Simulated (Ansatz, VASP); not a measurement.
**One calculation of CoO, two programs**

Contents of POSCAR:

```
CoO
1.0
    1.5914663644      0.9188335339      2.5492457344
   -1.5914663644      0.9188335339      2.5492457344
    0.0000000000     -1.8376670678      2.5492457344
Co O
1 1
Direct
    0.9989783200      0.9989783200      0.9989783200
    0.7510210300      0.7510210300      0.7510210300
```

The input INCAR.step1:

```
SYSTEM = CoO
PREC = Accurate ; ENCUT = 520
ISMEAR = -1 ; SIGMA = 0.05
LREAL = .FALSE. ; LASPH = .TRUE.
NELM = 150 ; ISPIN = 2
MAGMOM = 2 0 ; LMAXMIX = 4
NBANDS = 18 ; GGA = PE
ALGO = Normal ; EDIFF = 1E-4
LWAVE = .TRUE. ; LCHARG = .FALSE.
```

The input INCAR.step2:

```
SYSTEM = CoO
PREC = Accurate ; ENCUT = 520
EDIFF = 1E-7 ; ISMEAR = -1
SIGMA = 0.05 ; LREAL = .FALSE.
LASPH = .TRUE. ; NELM = 150
ALGO = Normal ; ISIF = 2
LWAVE = .FALSE. ; LCHARG = .FALSE.
ISPIN = 2 ; MAGMOM = 2 0
LORBIT = 11 ; LMAXMIX = 4
METAGGA = R2SCAN ; LMIXTAU = .TRUE.
NBANDS = 18 ; ISTART = 1
```

File KPOINTS:

```
regular mesh
0
G
  10 10 10
  0 0 0
```

The input input.yaml:

```yaml
crystal:
  lattice:
    - [1.5914663644, 0.9188335339, 2.5492457344]
    - [-1.5914663644, 0.9188335339, 2.5492457344]
    - [0.0, -1.8376670678, 2.5492457344]
  atoms:
    - { symbol: Co, position: [0.99897832, 0.99897832, 0.99897832], spin: 2.0 }
    - { symbol: O, position: [0.75102103, 0.75102103, 0.75102103] }
hamiltonian:
  xc: r2scan
  pseudopotentials: { kind: paw }
magnetization:
  spin_polarized: true
kpoints:
  mp_grid: { grid: [10, 10, 10] }
scf:
  occupations: { method: fermi_dirac, width: 0.05 }
output:
  forces: true
  stress: true
  eigenvalues: true
  write_density: true
  write_potential: true
  elf: true
  volumetric_format: npy
```

Alike in both runs: task single point; functional r2SCAN; k mesh 10 × 10 × 10; occupations fermi-dirac, width 0.05 eV; collinear spin.

|  | VASP | Ansatz |
| --- | --- | --- |
| version | VASP 6.6.1 | Ansatz 0.2.0 |
| potentials or method | VASP PAW PBE potentials, release 64 (Co, O) | Ansatz PAW |
| plane-wave cutoff (eV) | 520 | 500 |
| valence electrons in the cell | 15 | 23 |

VASP gave:

| Item | Value |
| --- | --- |
| gap on the k mesh at the Fermi level (eV) | none |
| pressure (GPa) | 6.8 |
| traceless stress, the component that is largest in VASP (GPa) | 4.92 |
| net moment per atom (μB) | 1.49 |
| size of the moment on the site where the two differ most (μB) | 2.60 |

Problem. Which values does Ansatz return?

Solution. gap on the k mesh at the Fermi level (eV): none; pressure (GPa): 7.2; traceless stress, the component that is largest in VASP (GPa): 4.82; net moment per atom (μB): 1.49; size of the moment on the site where the two differ most (μB): 2.39.

VASP's potentials were made for PBE, not for r2SCAN. Site moments also hang on the region over which each program counts them. A gap of «none» marks a metal or a gap that the smearing closes. VASP's potentials hold 15 valence electrons a cell and Ansatz's 23, so a difference there can come from the potentials and not from the codes.

Noted on Ansatz's run: the magnetic or orbital state may not be the lowest.
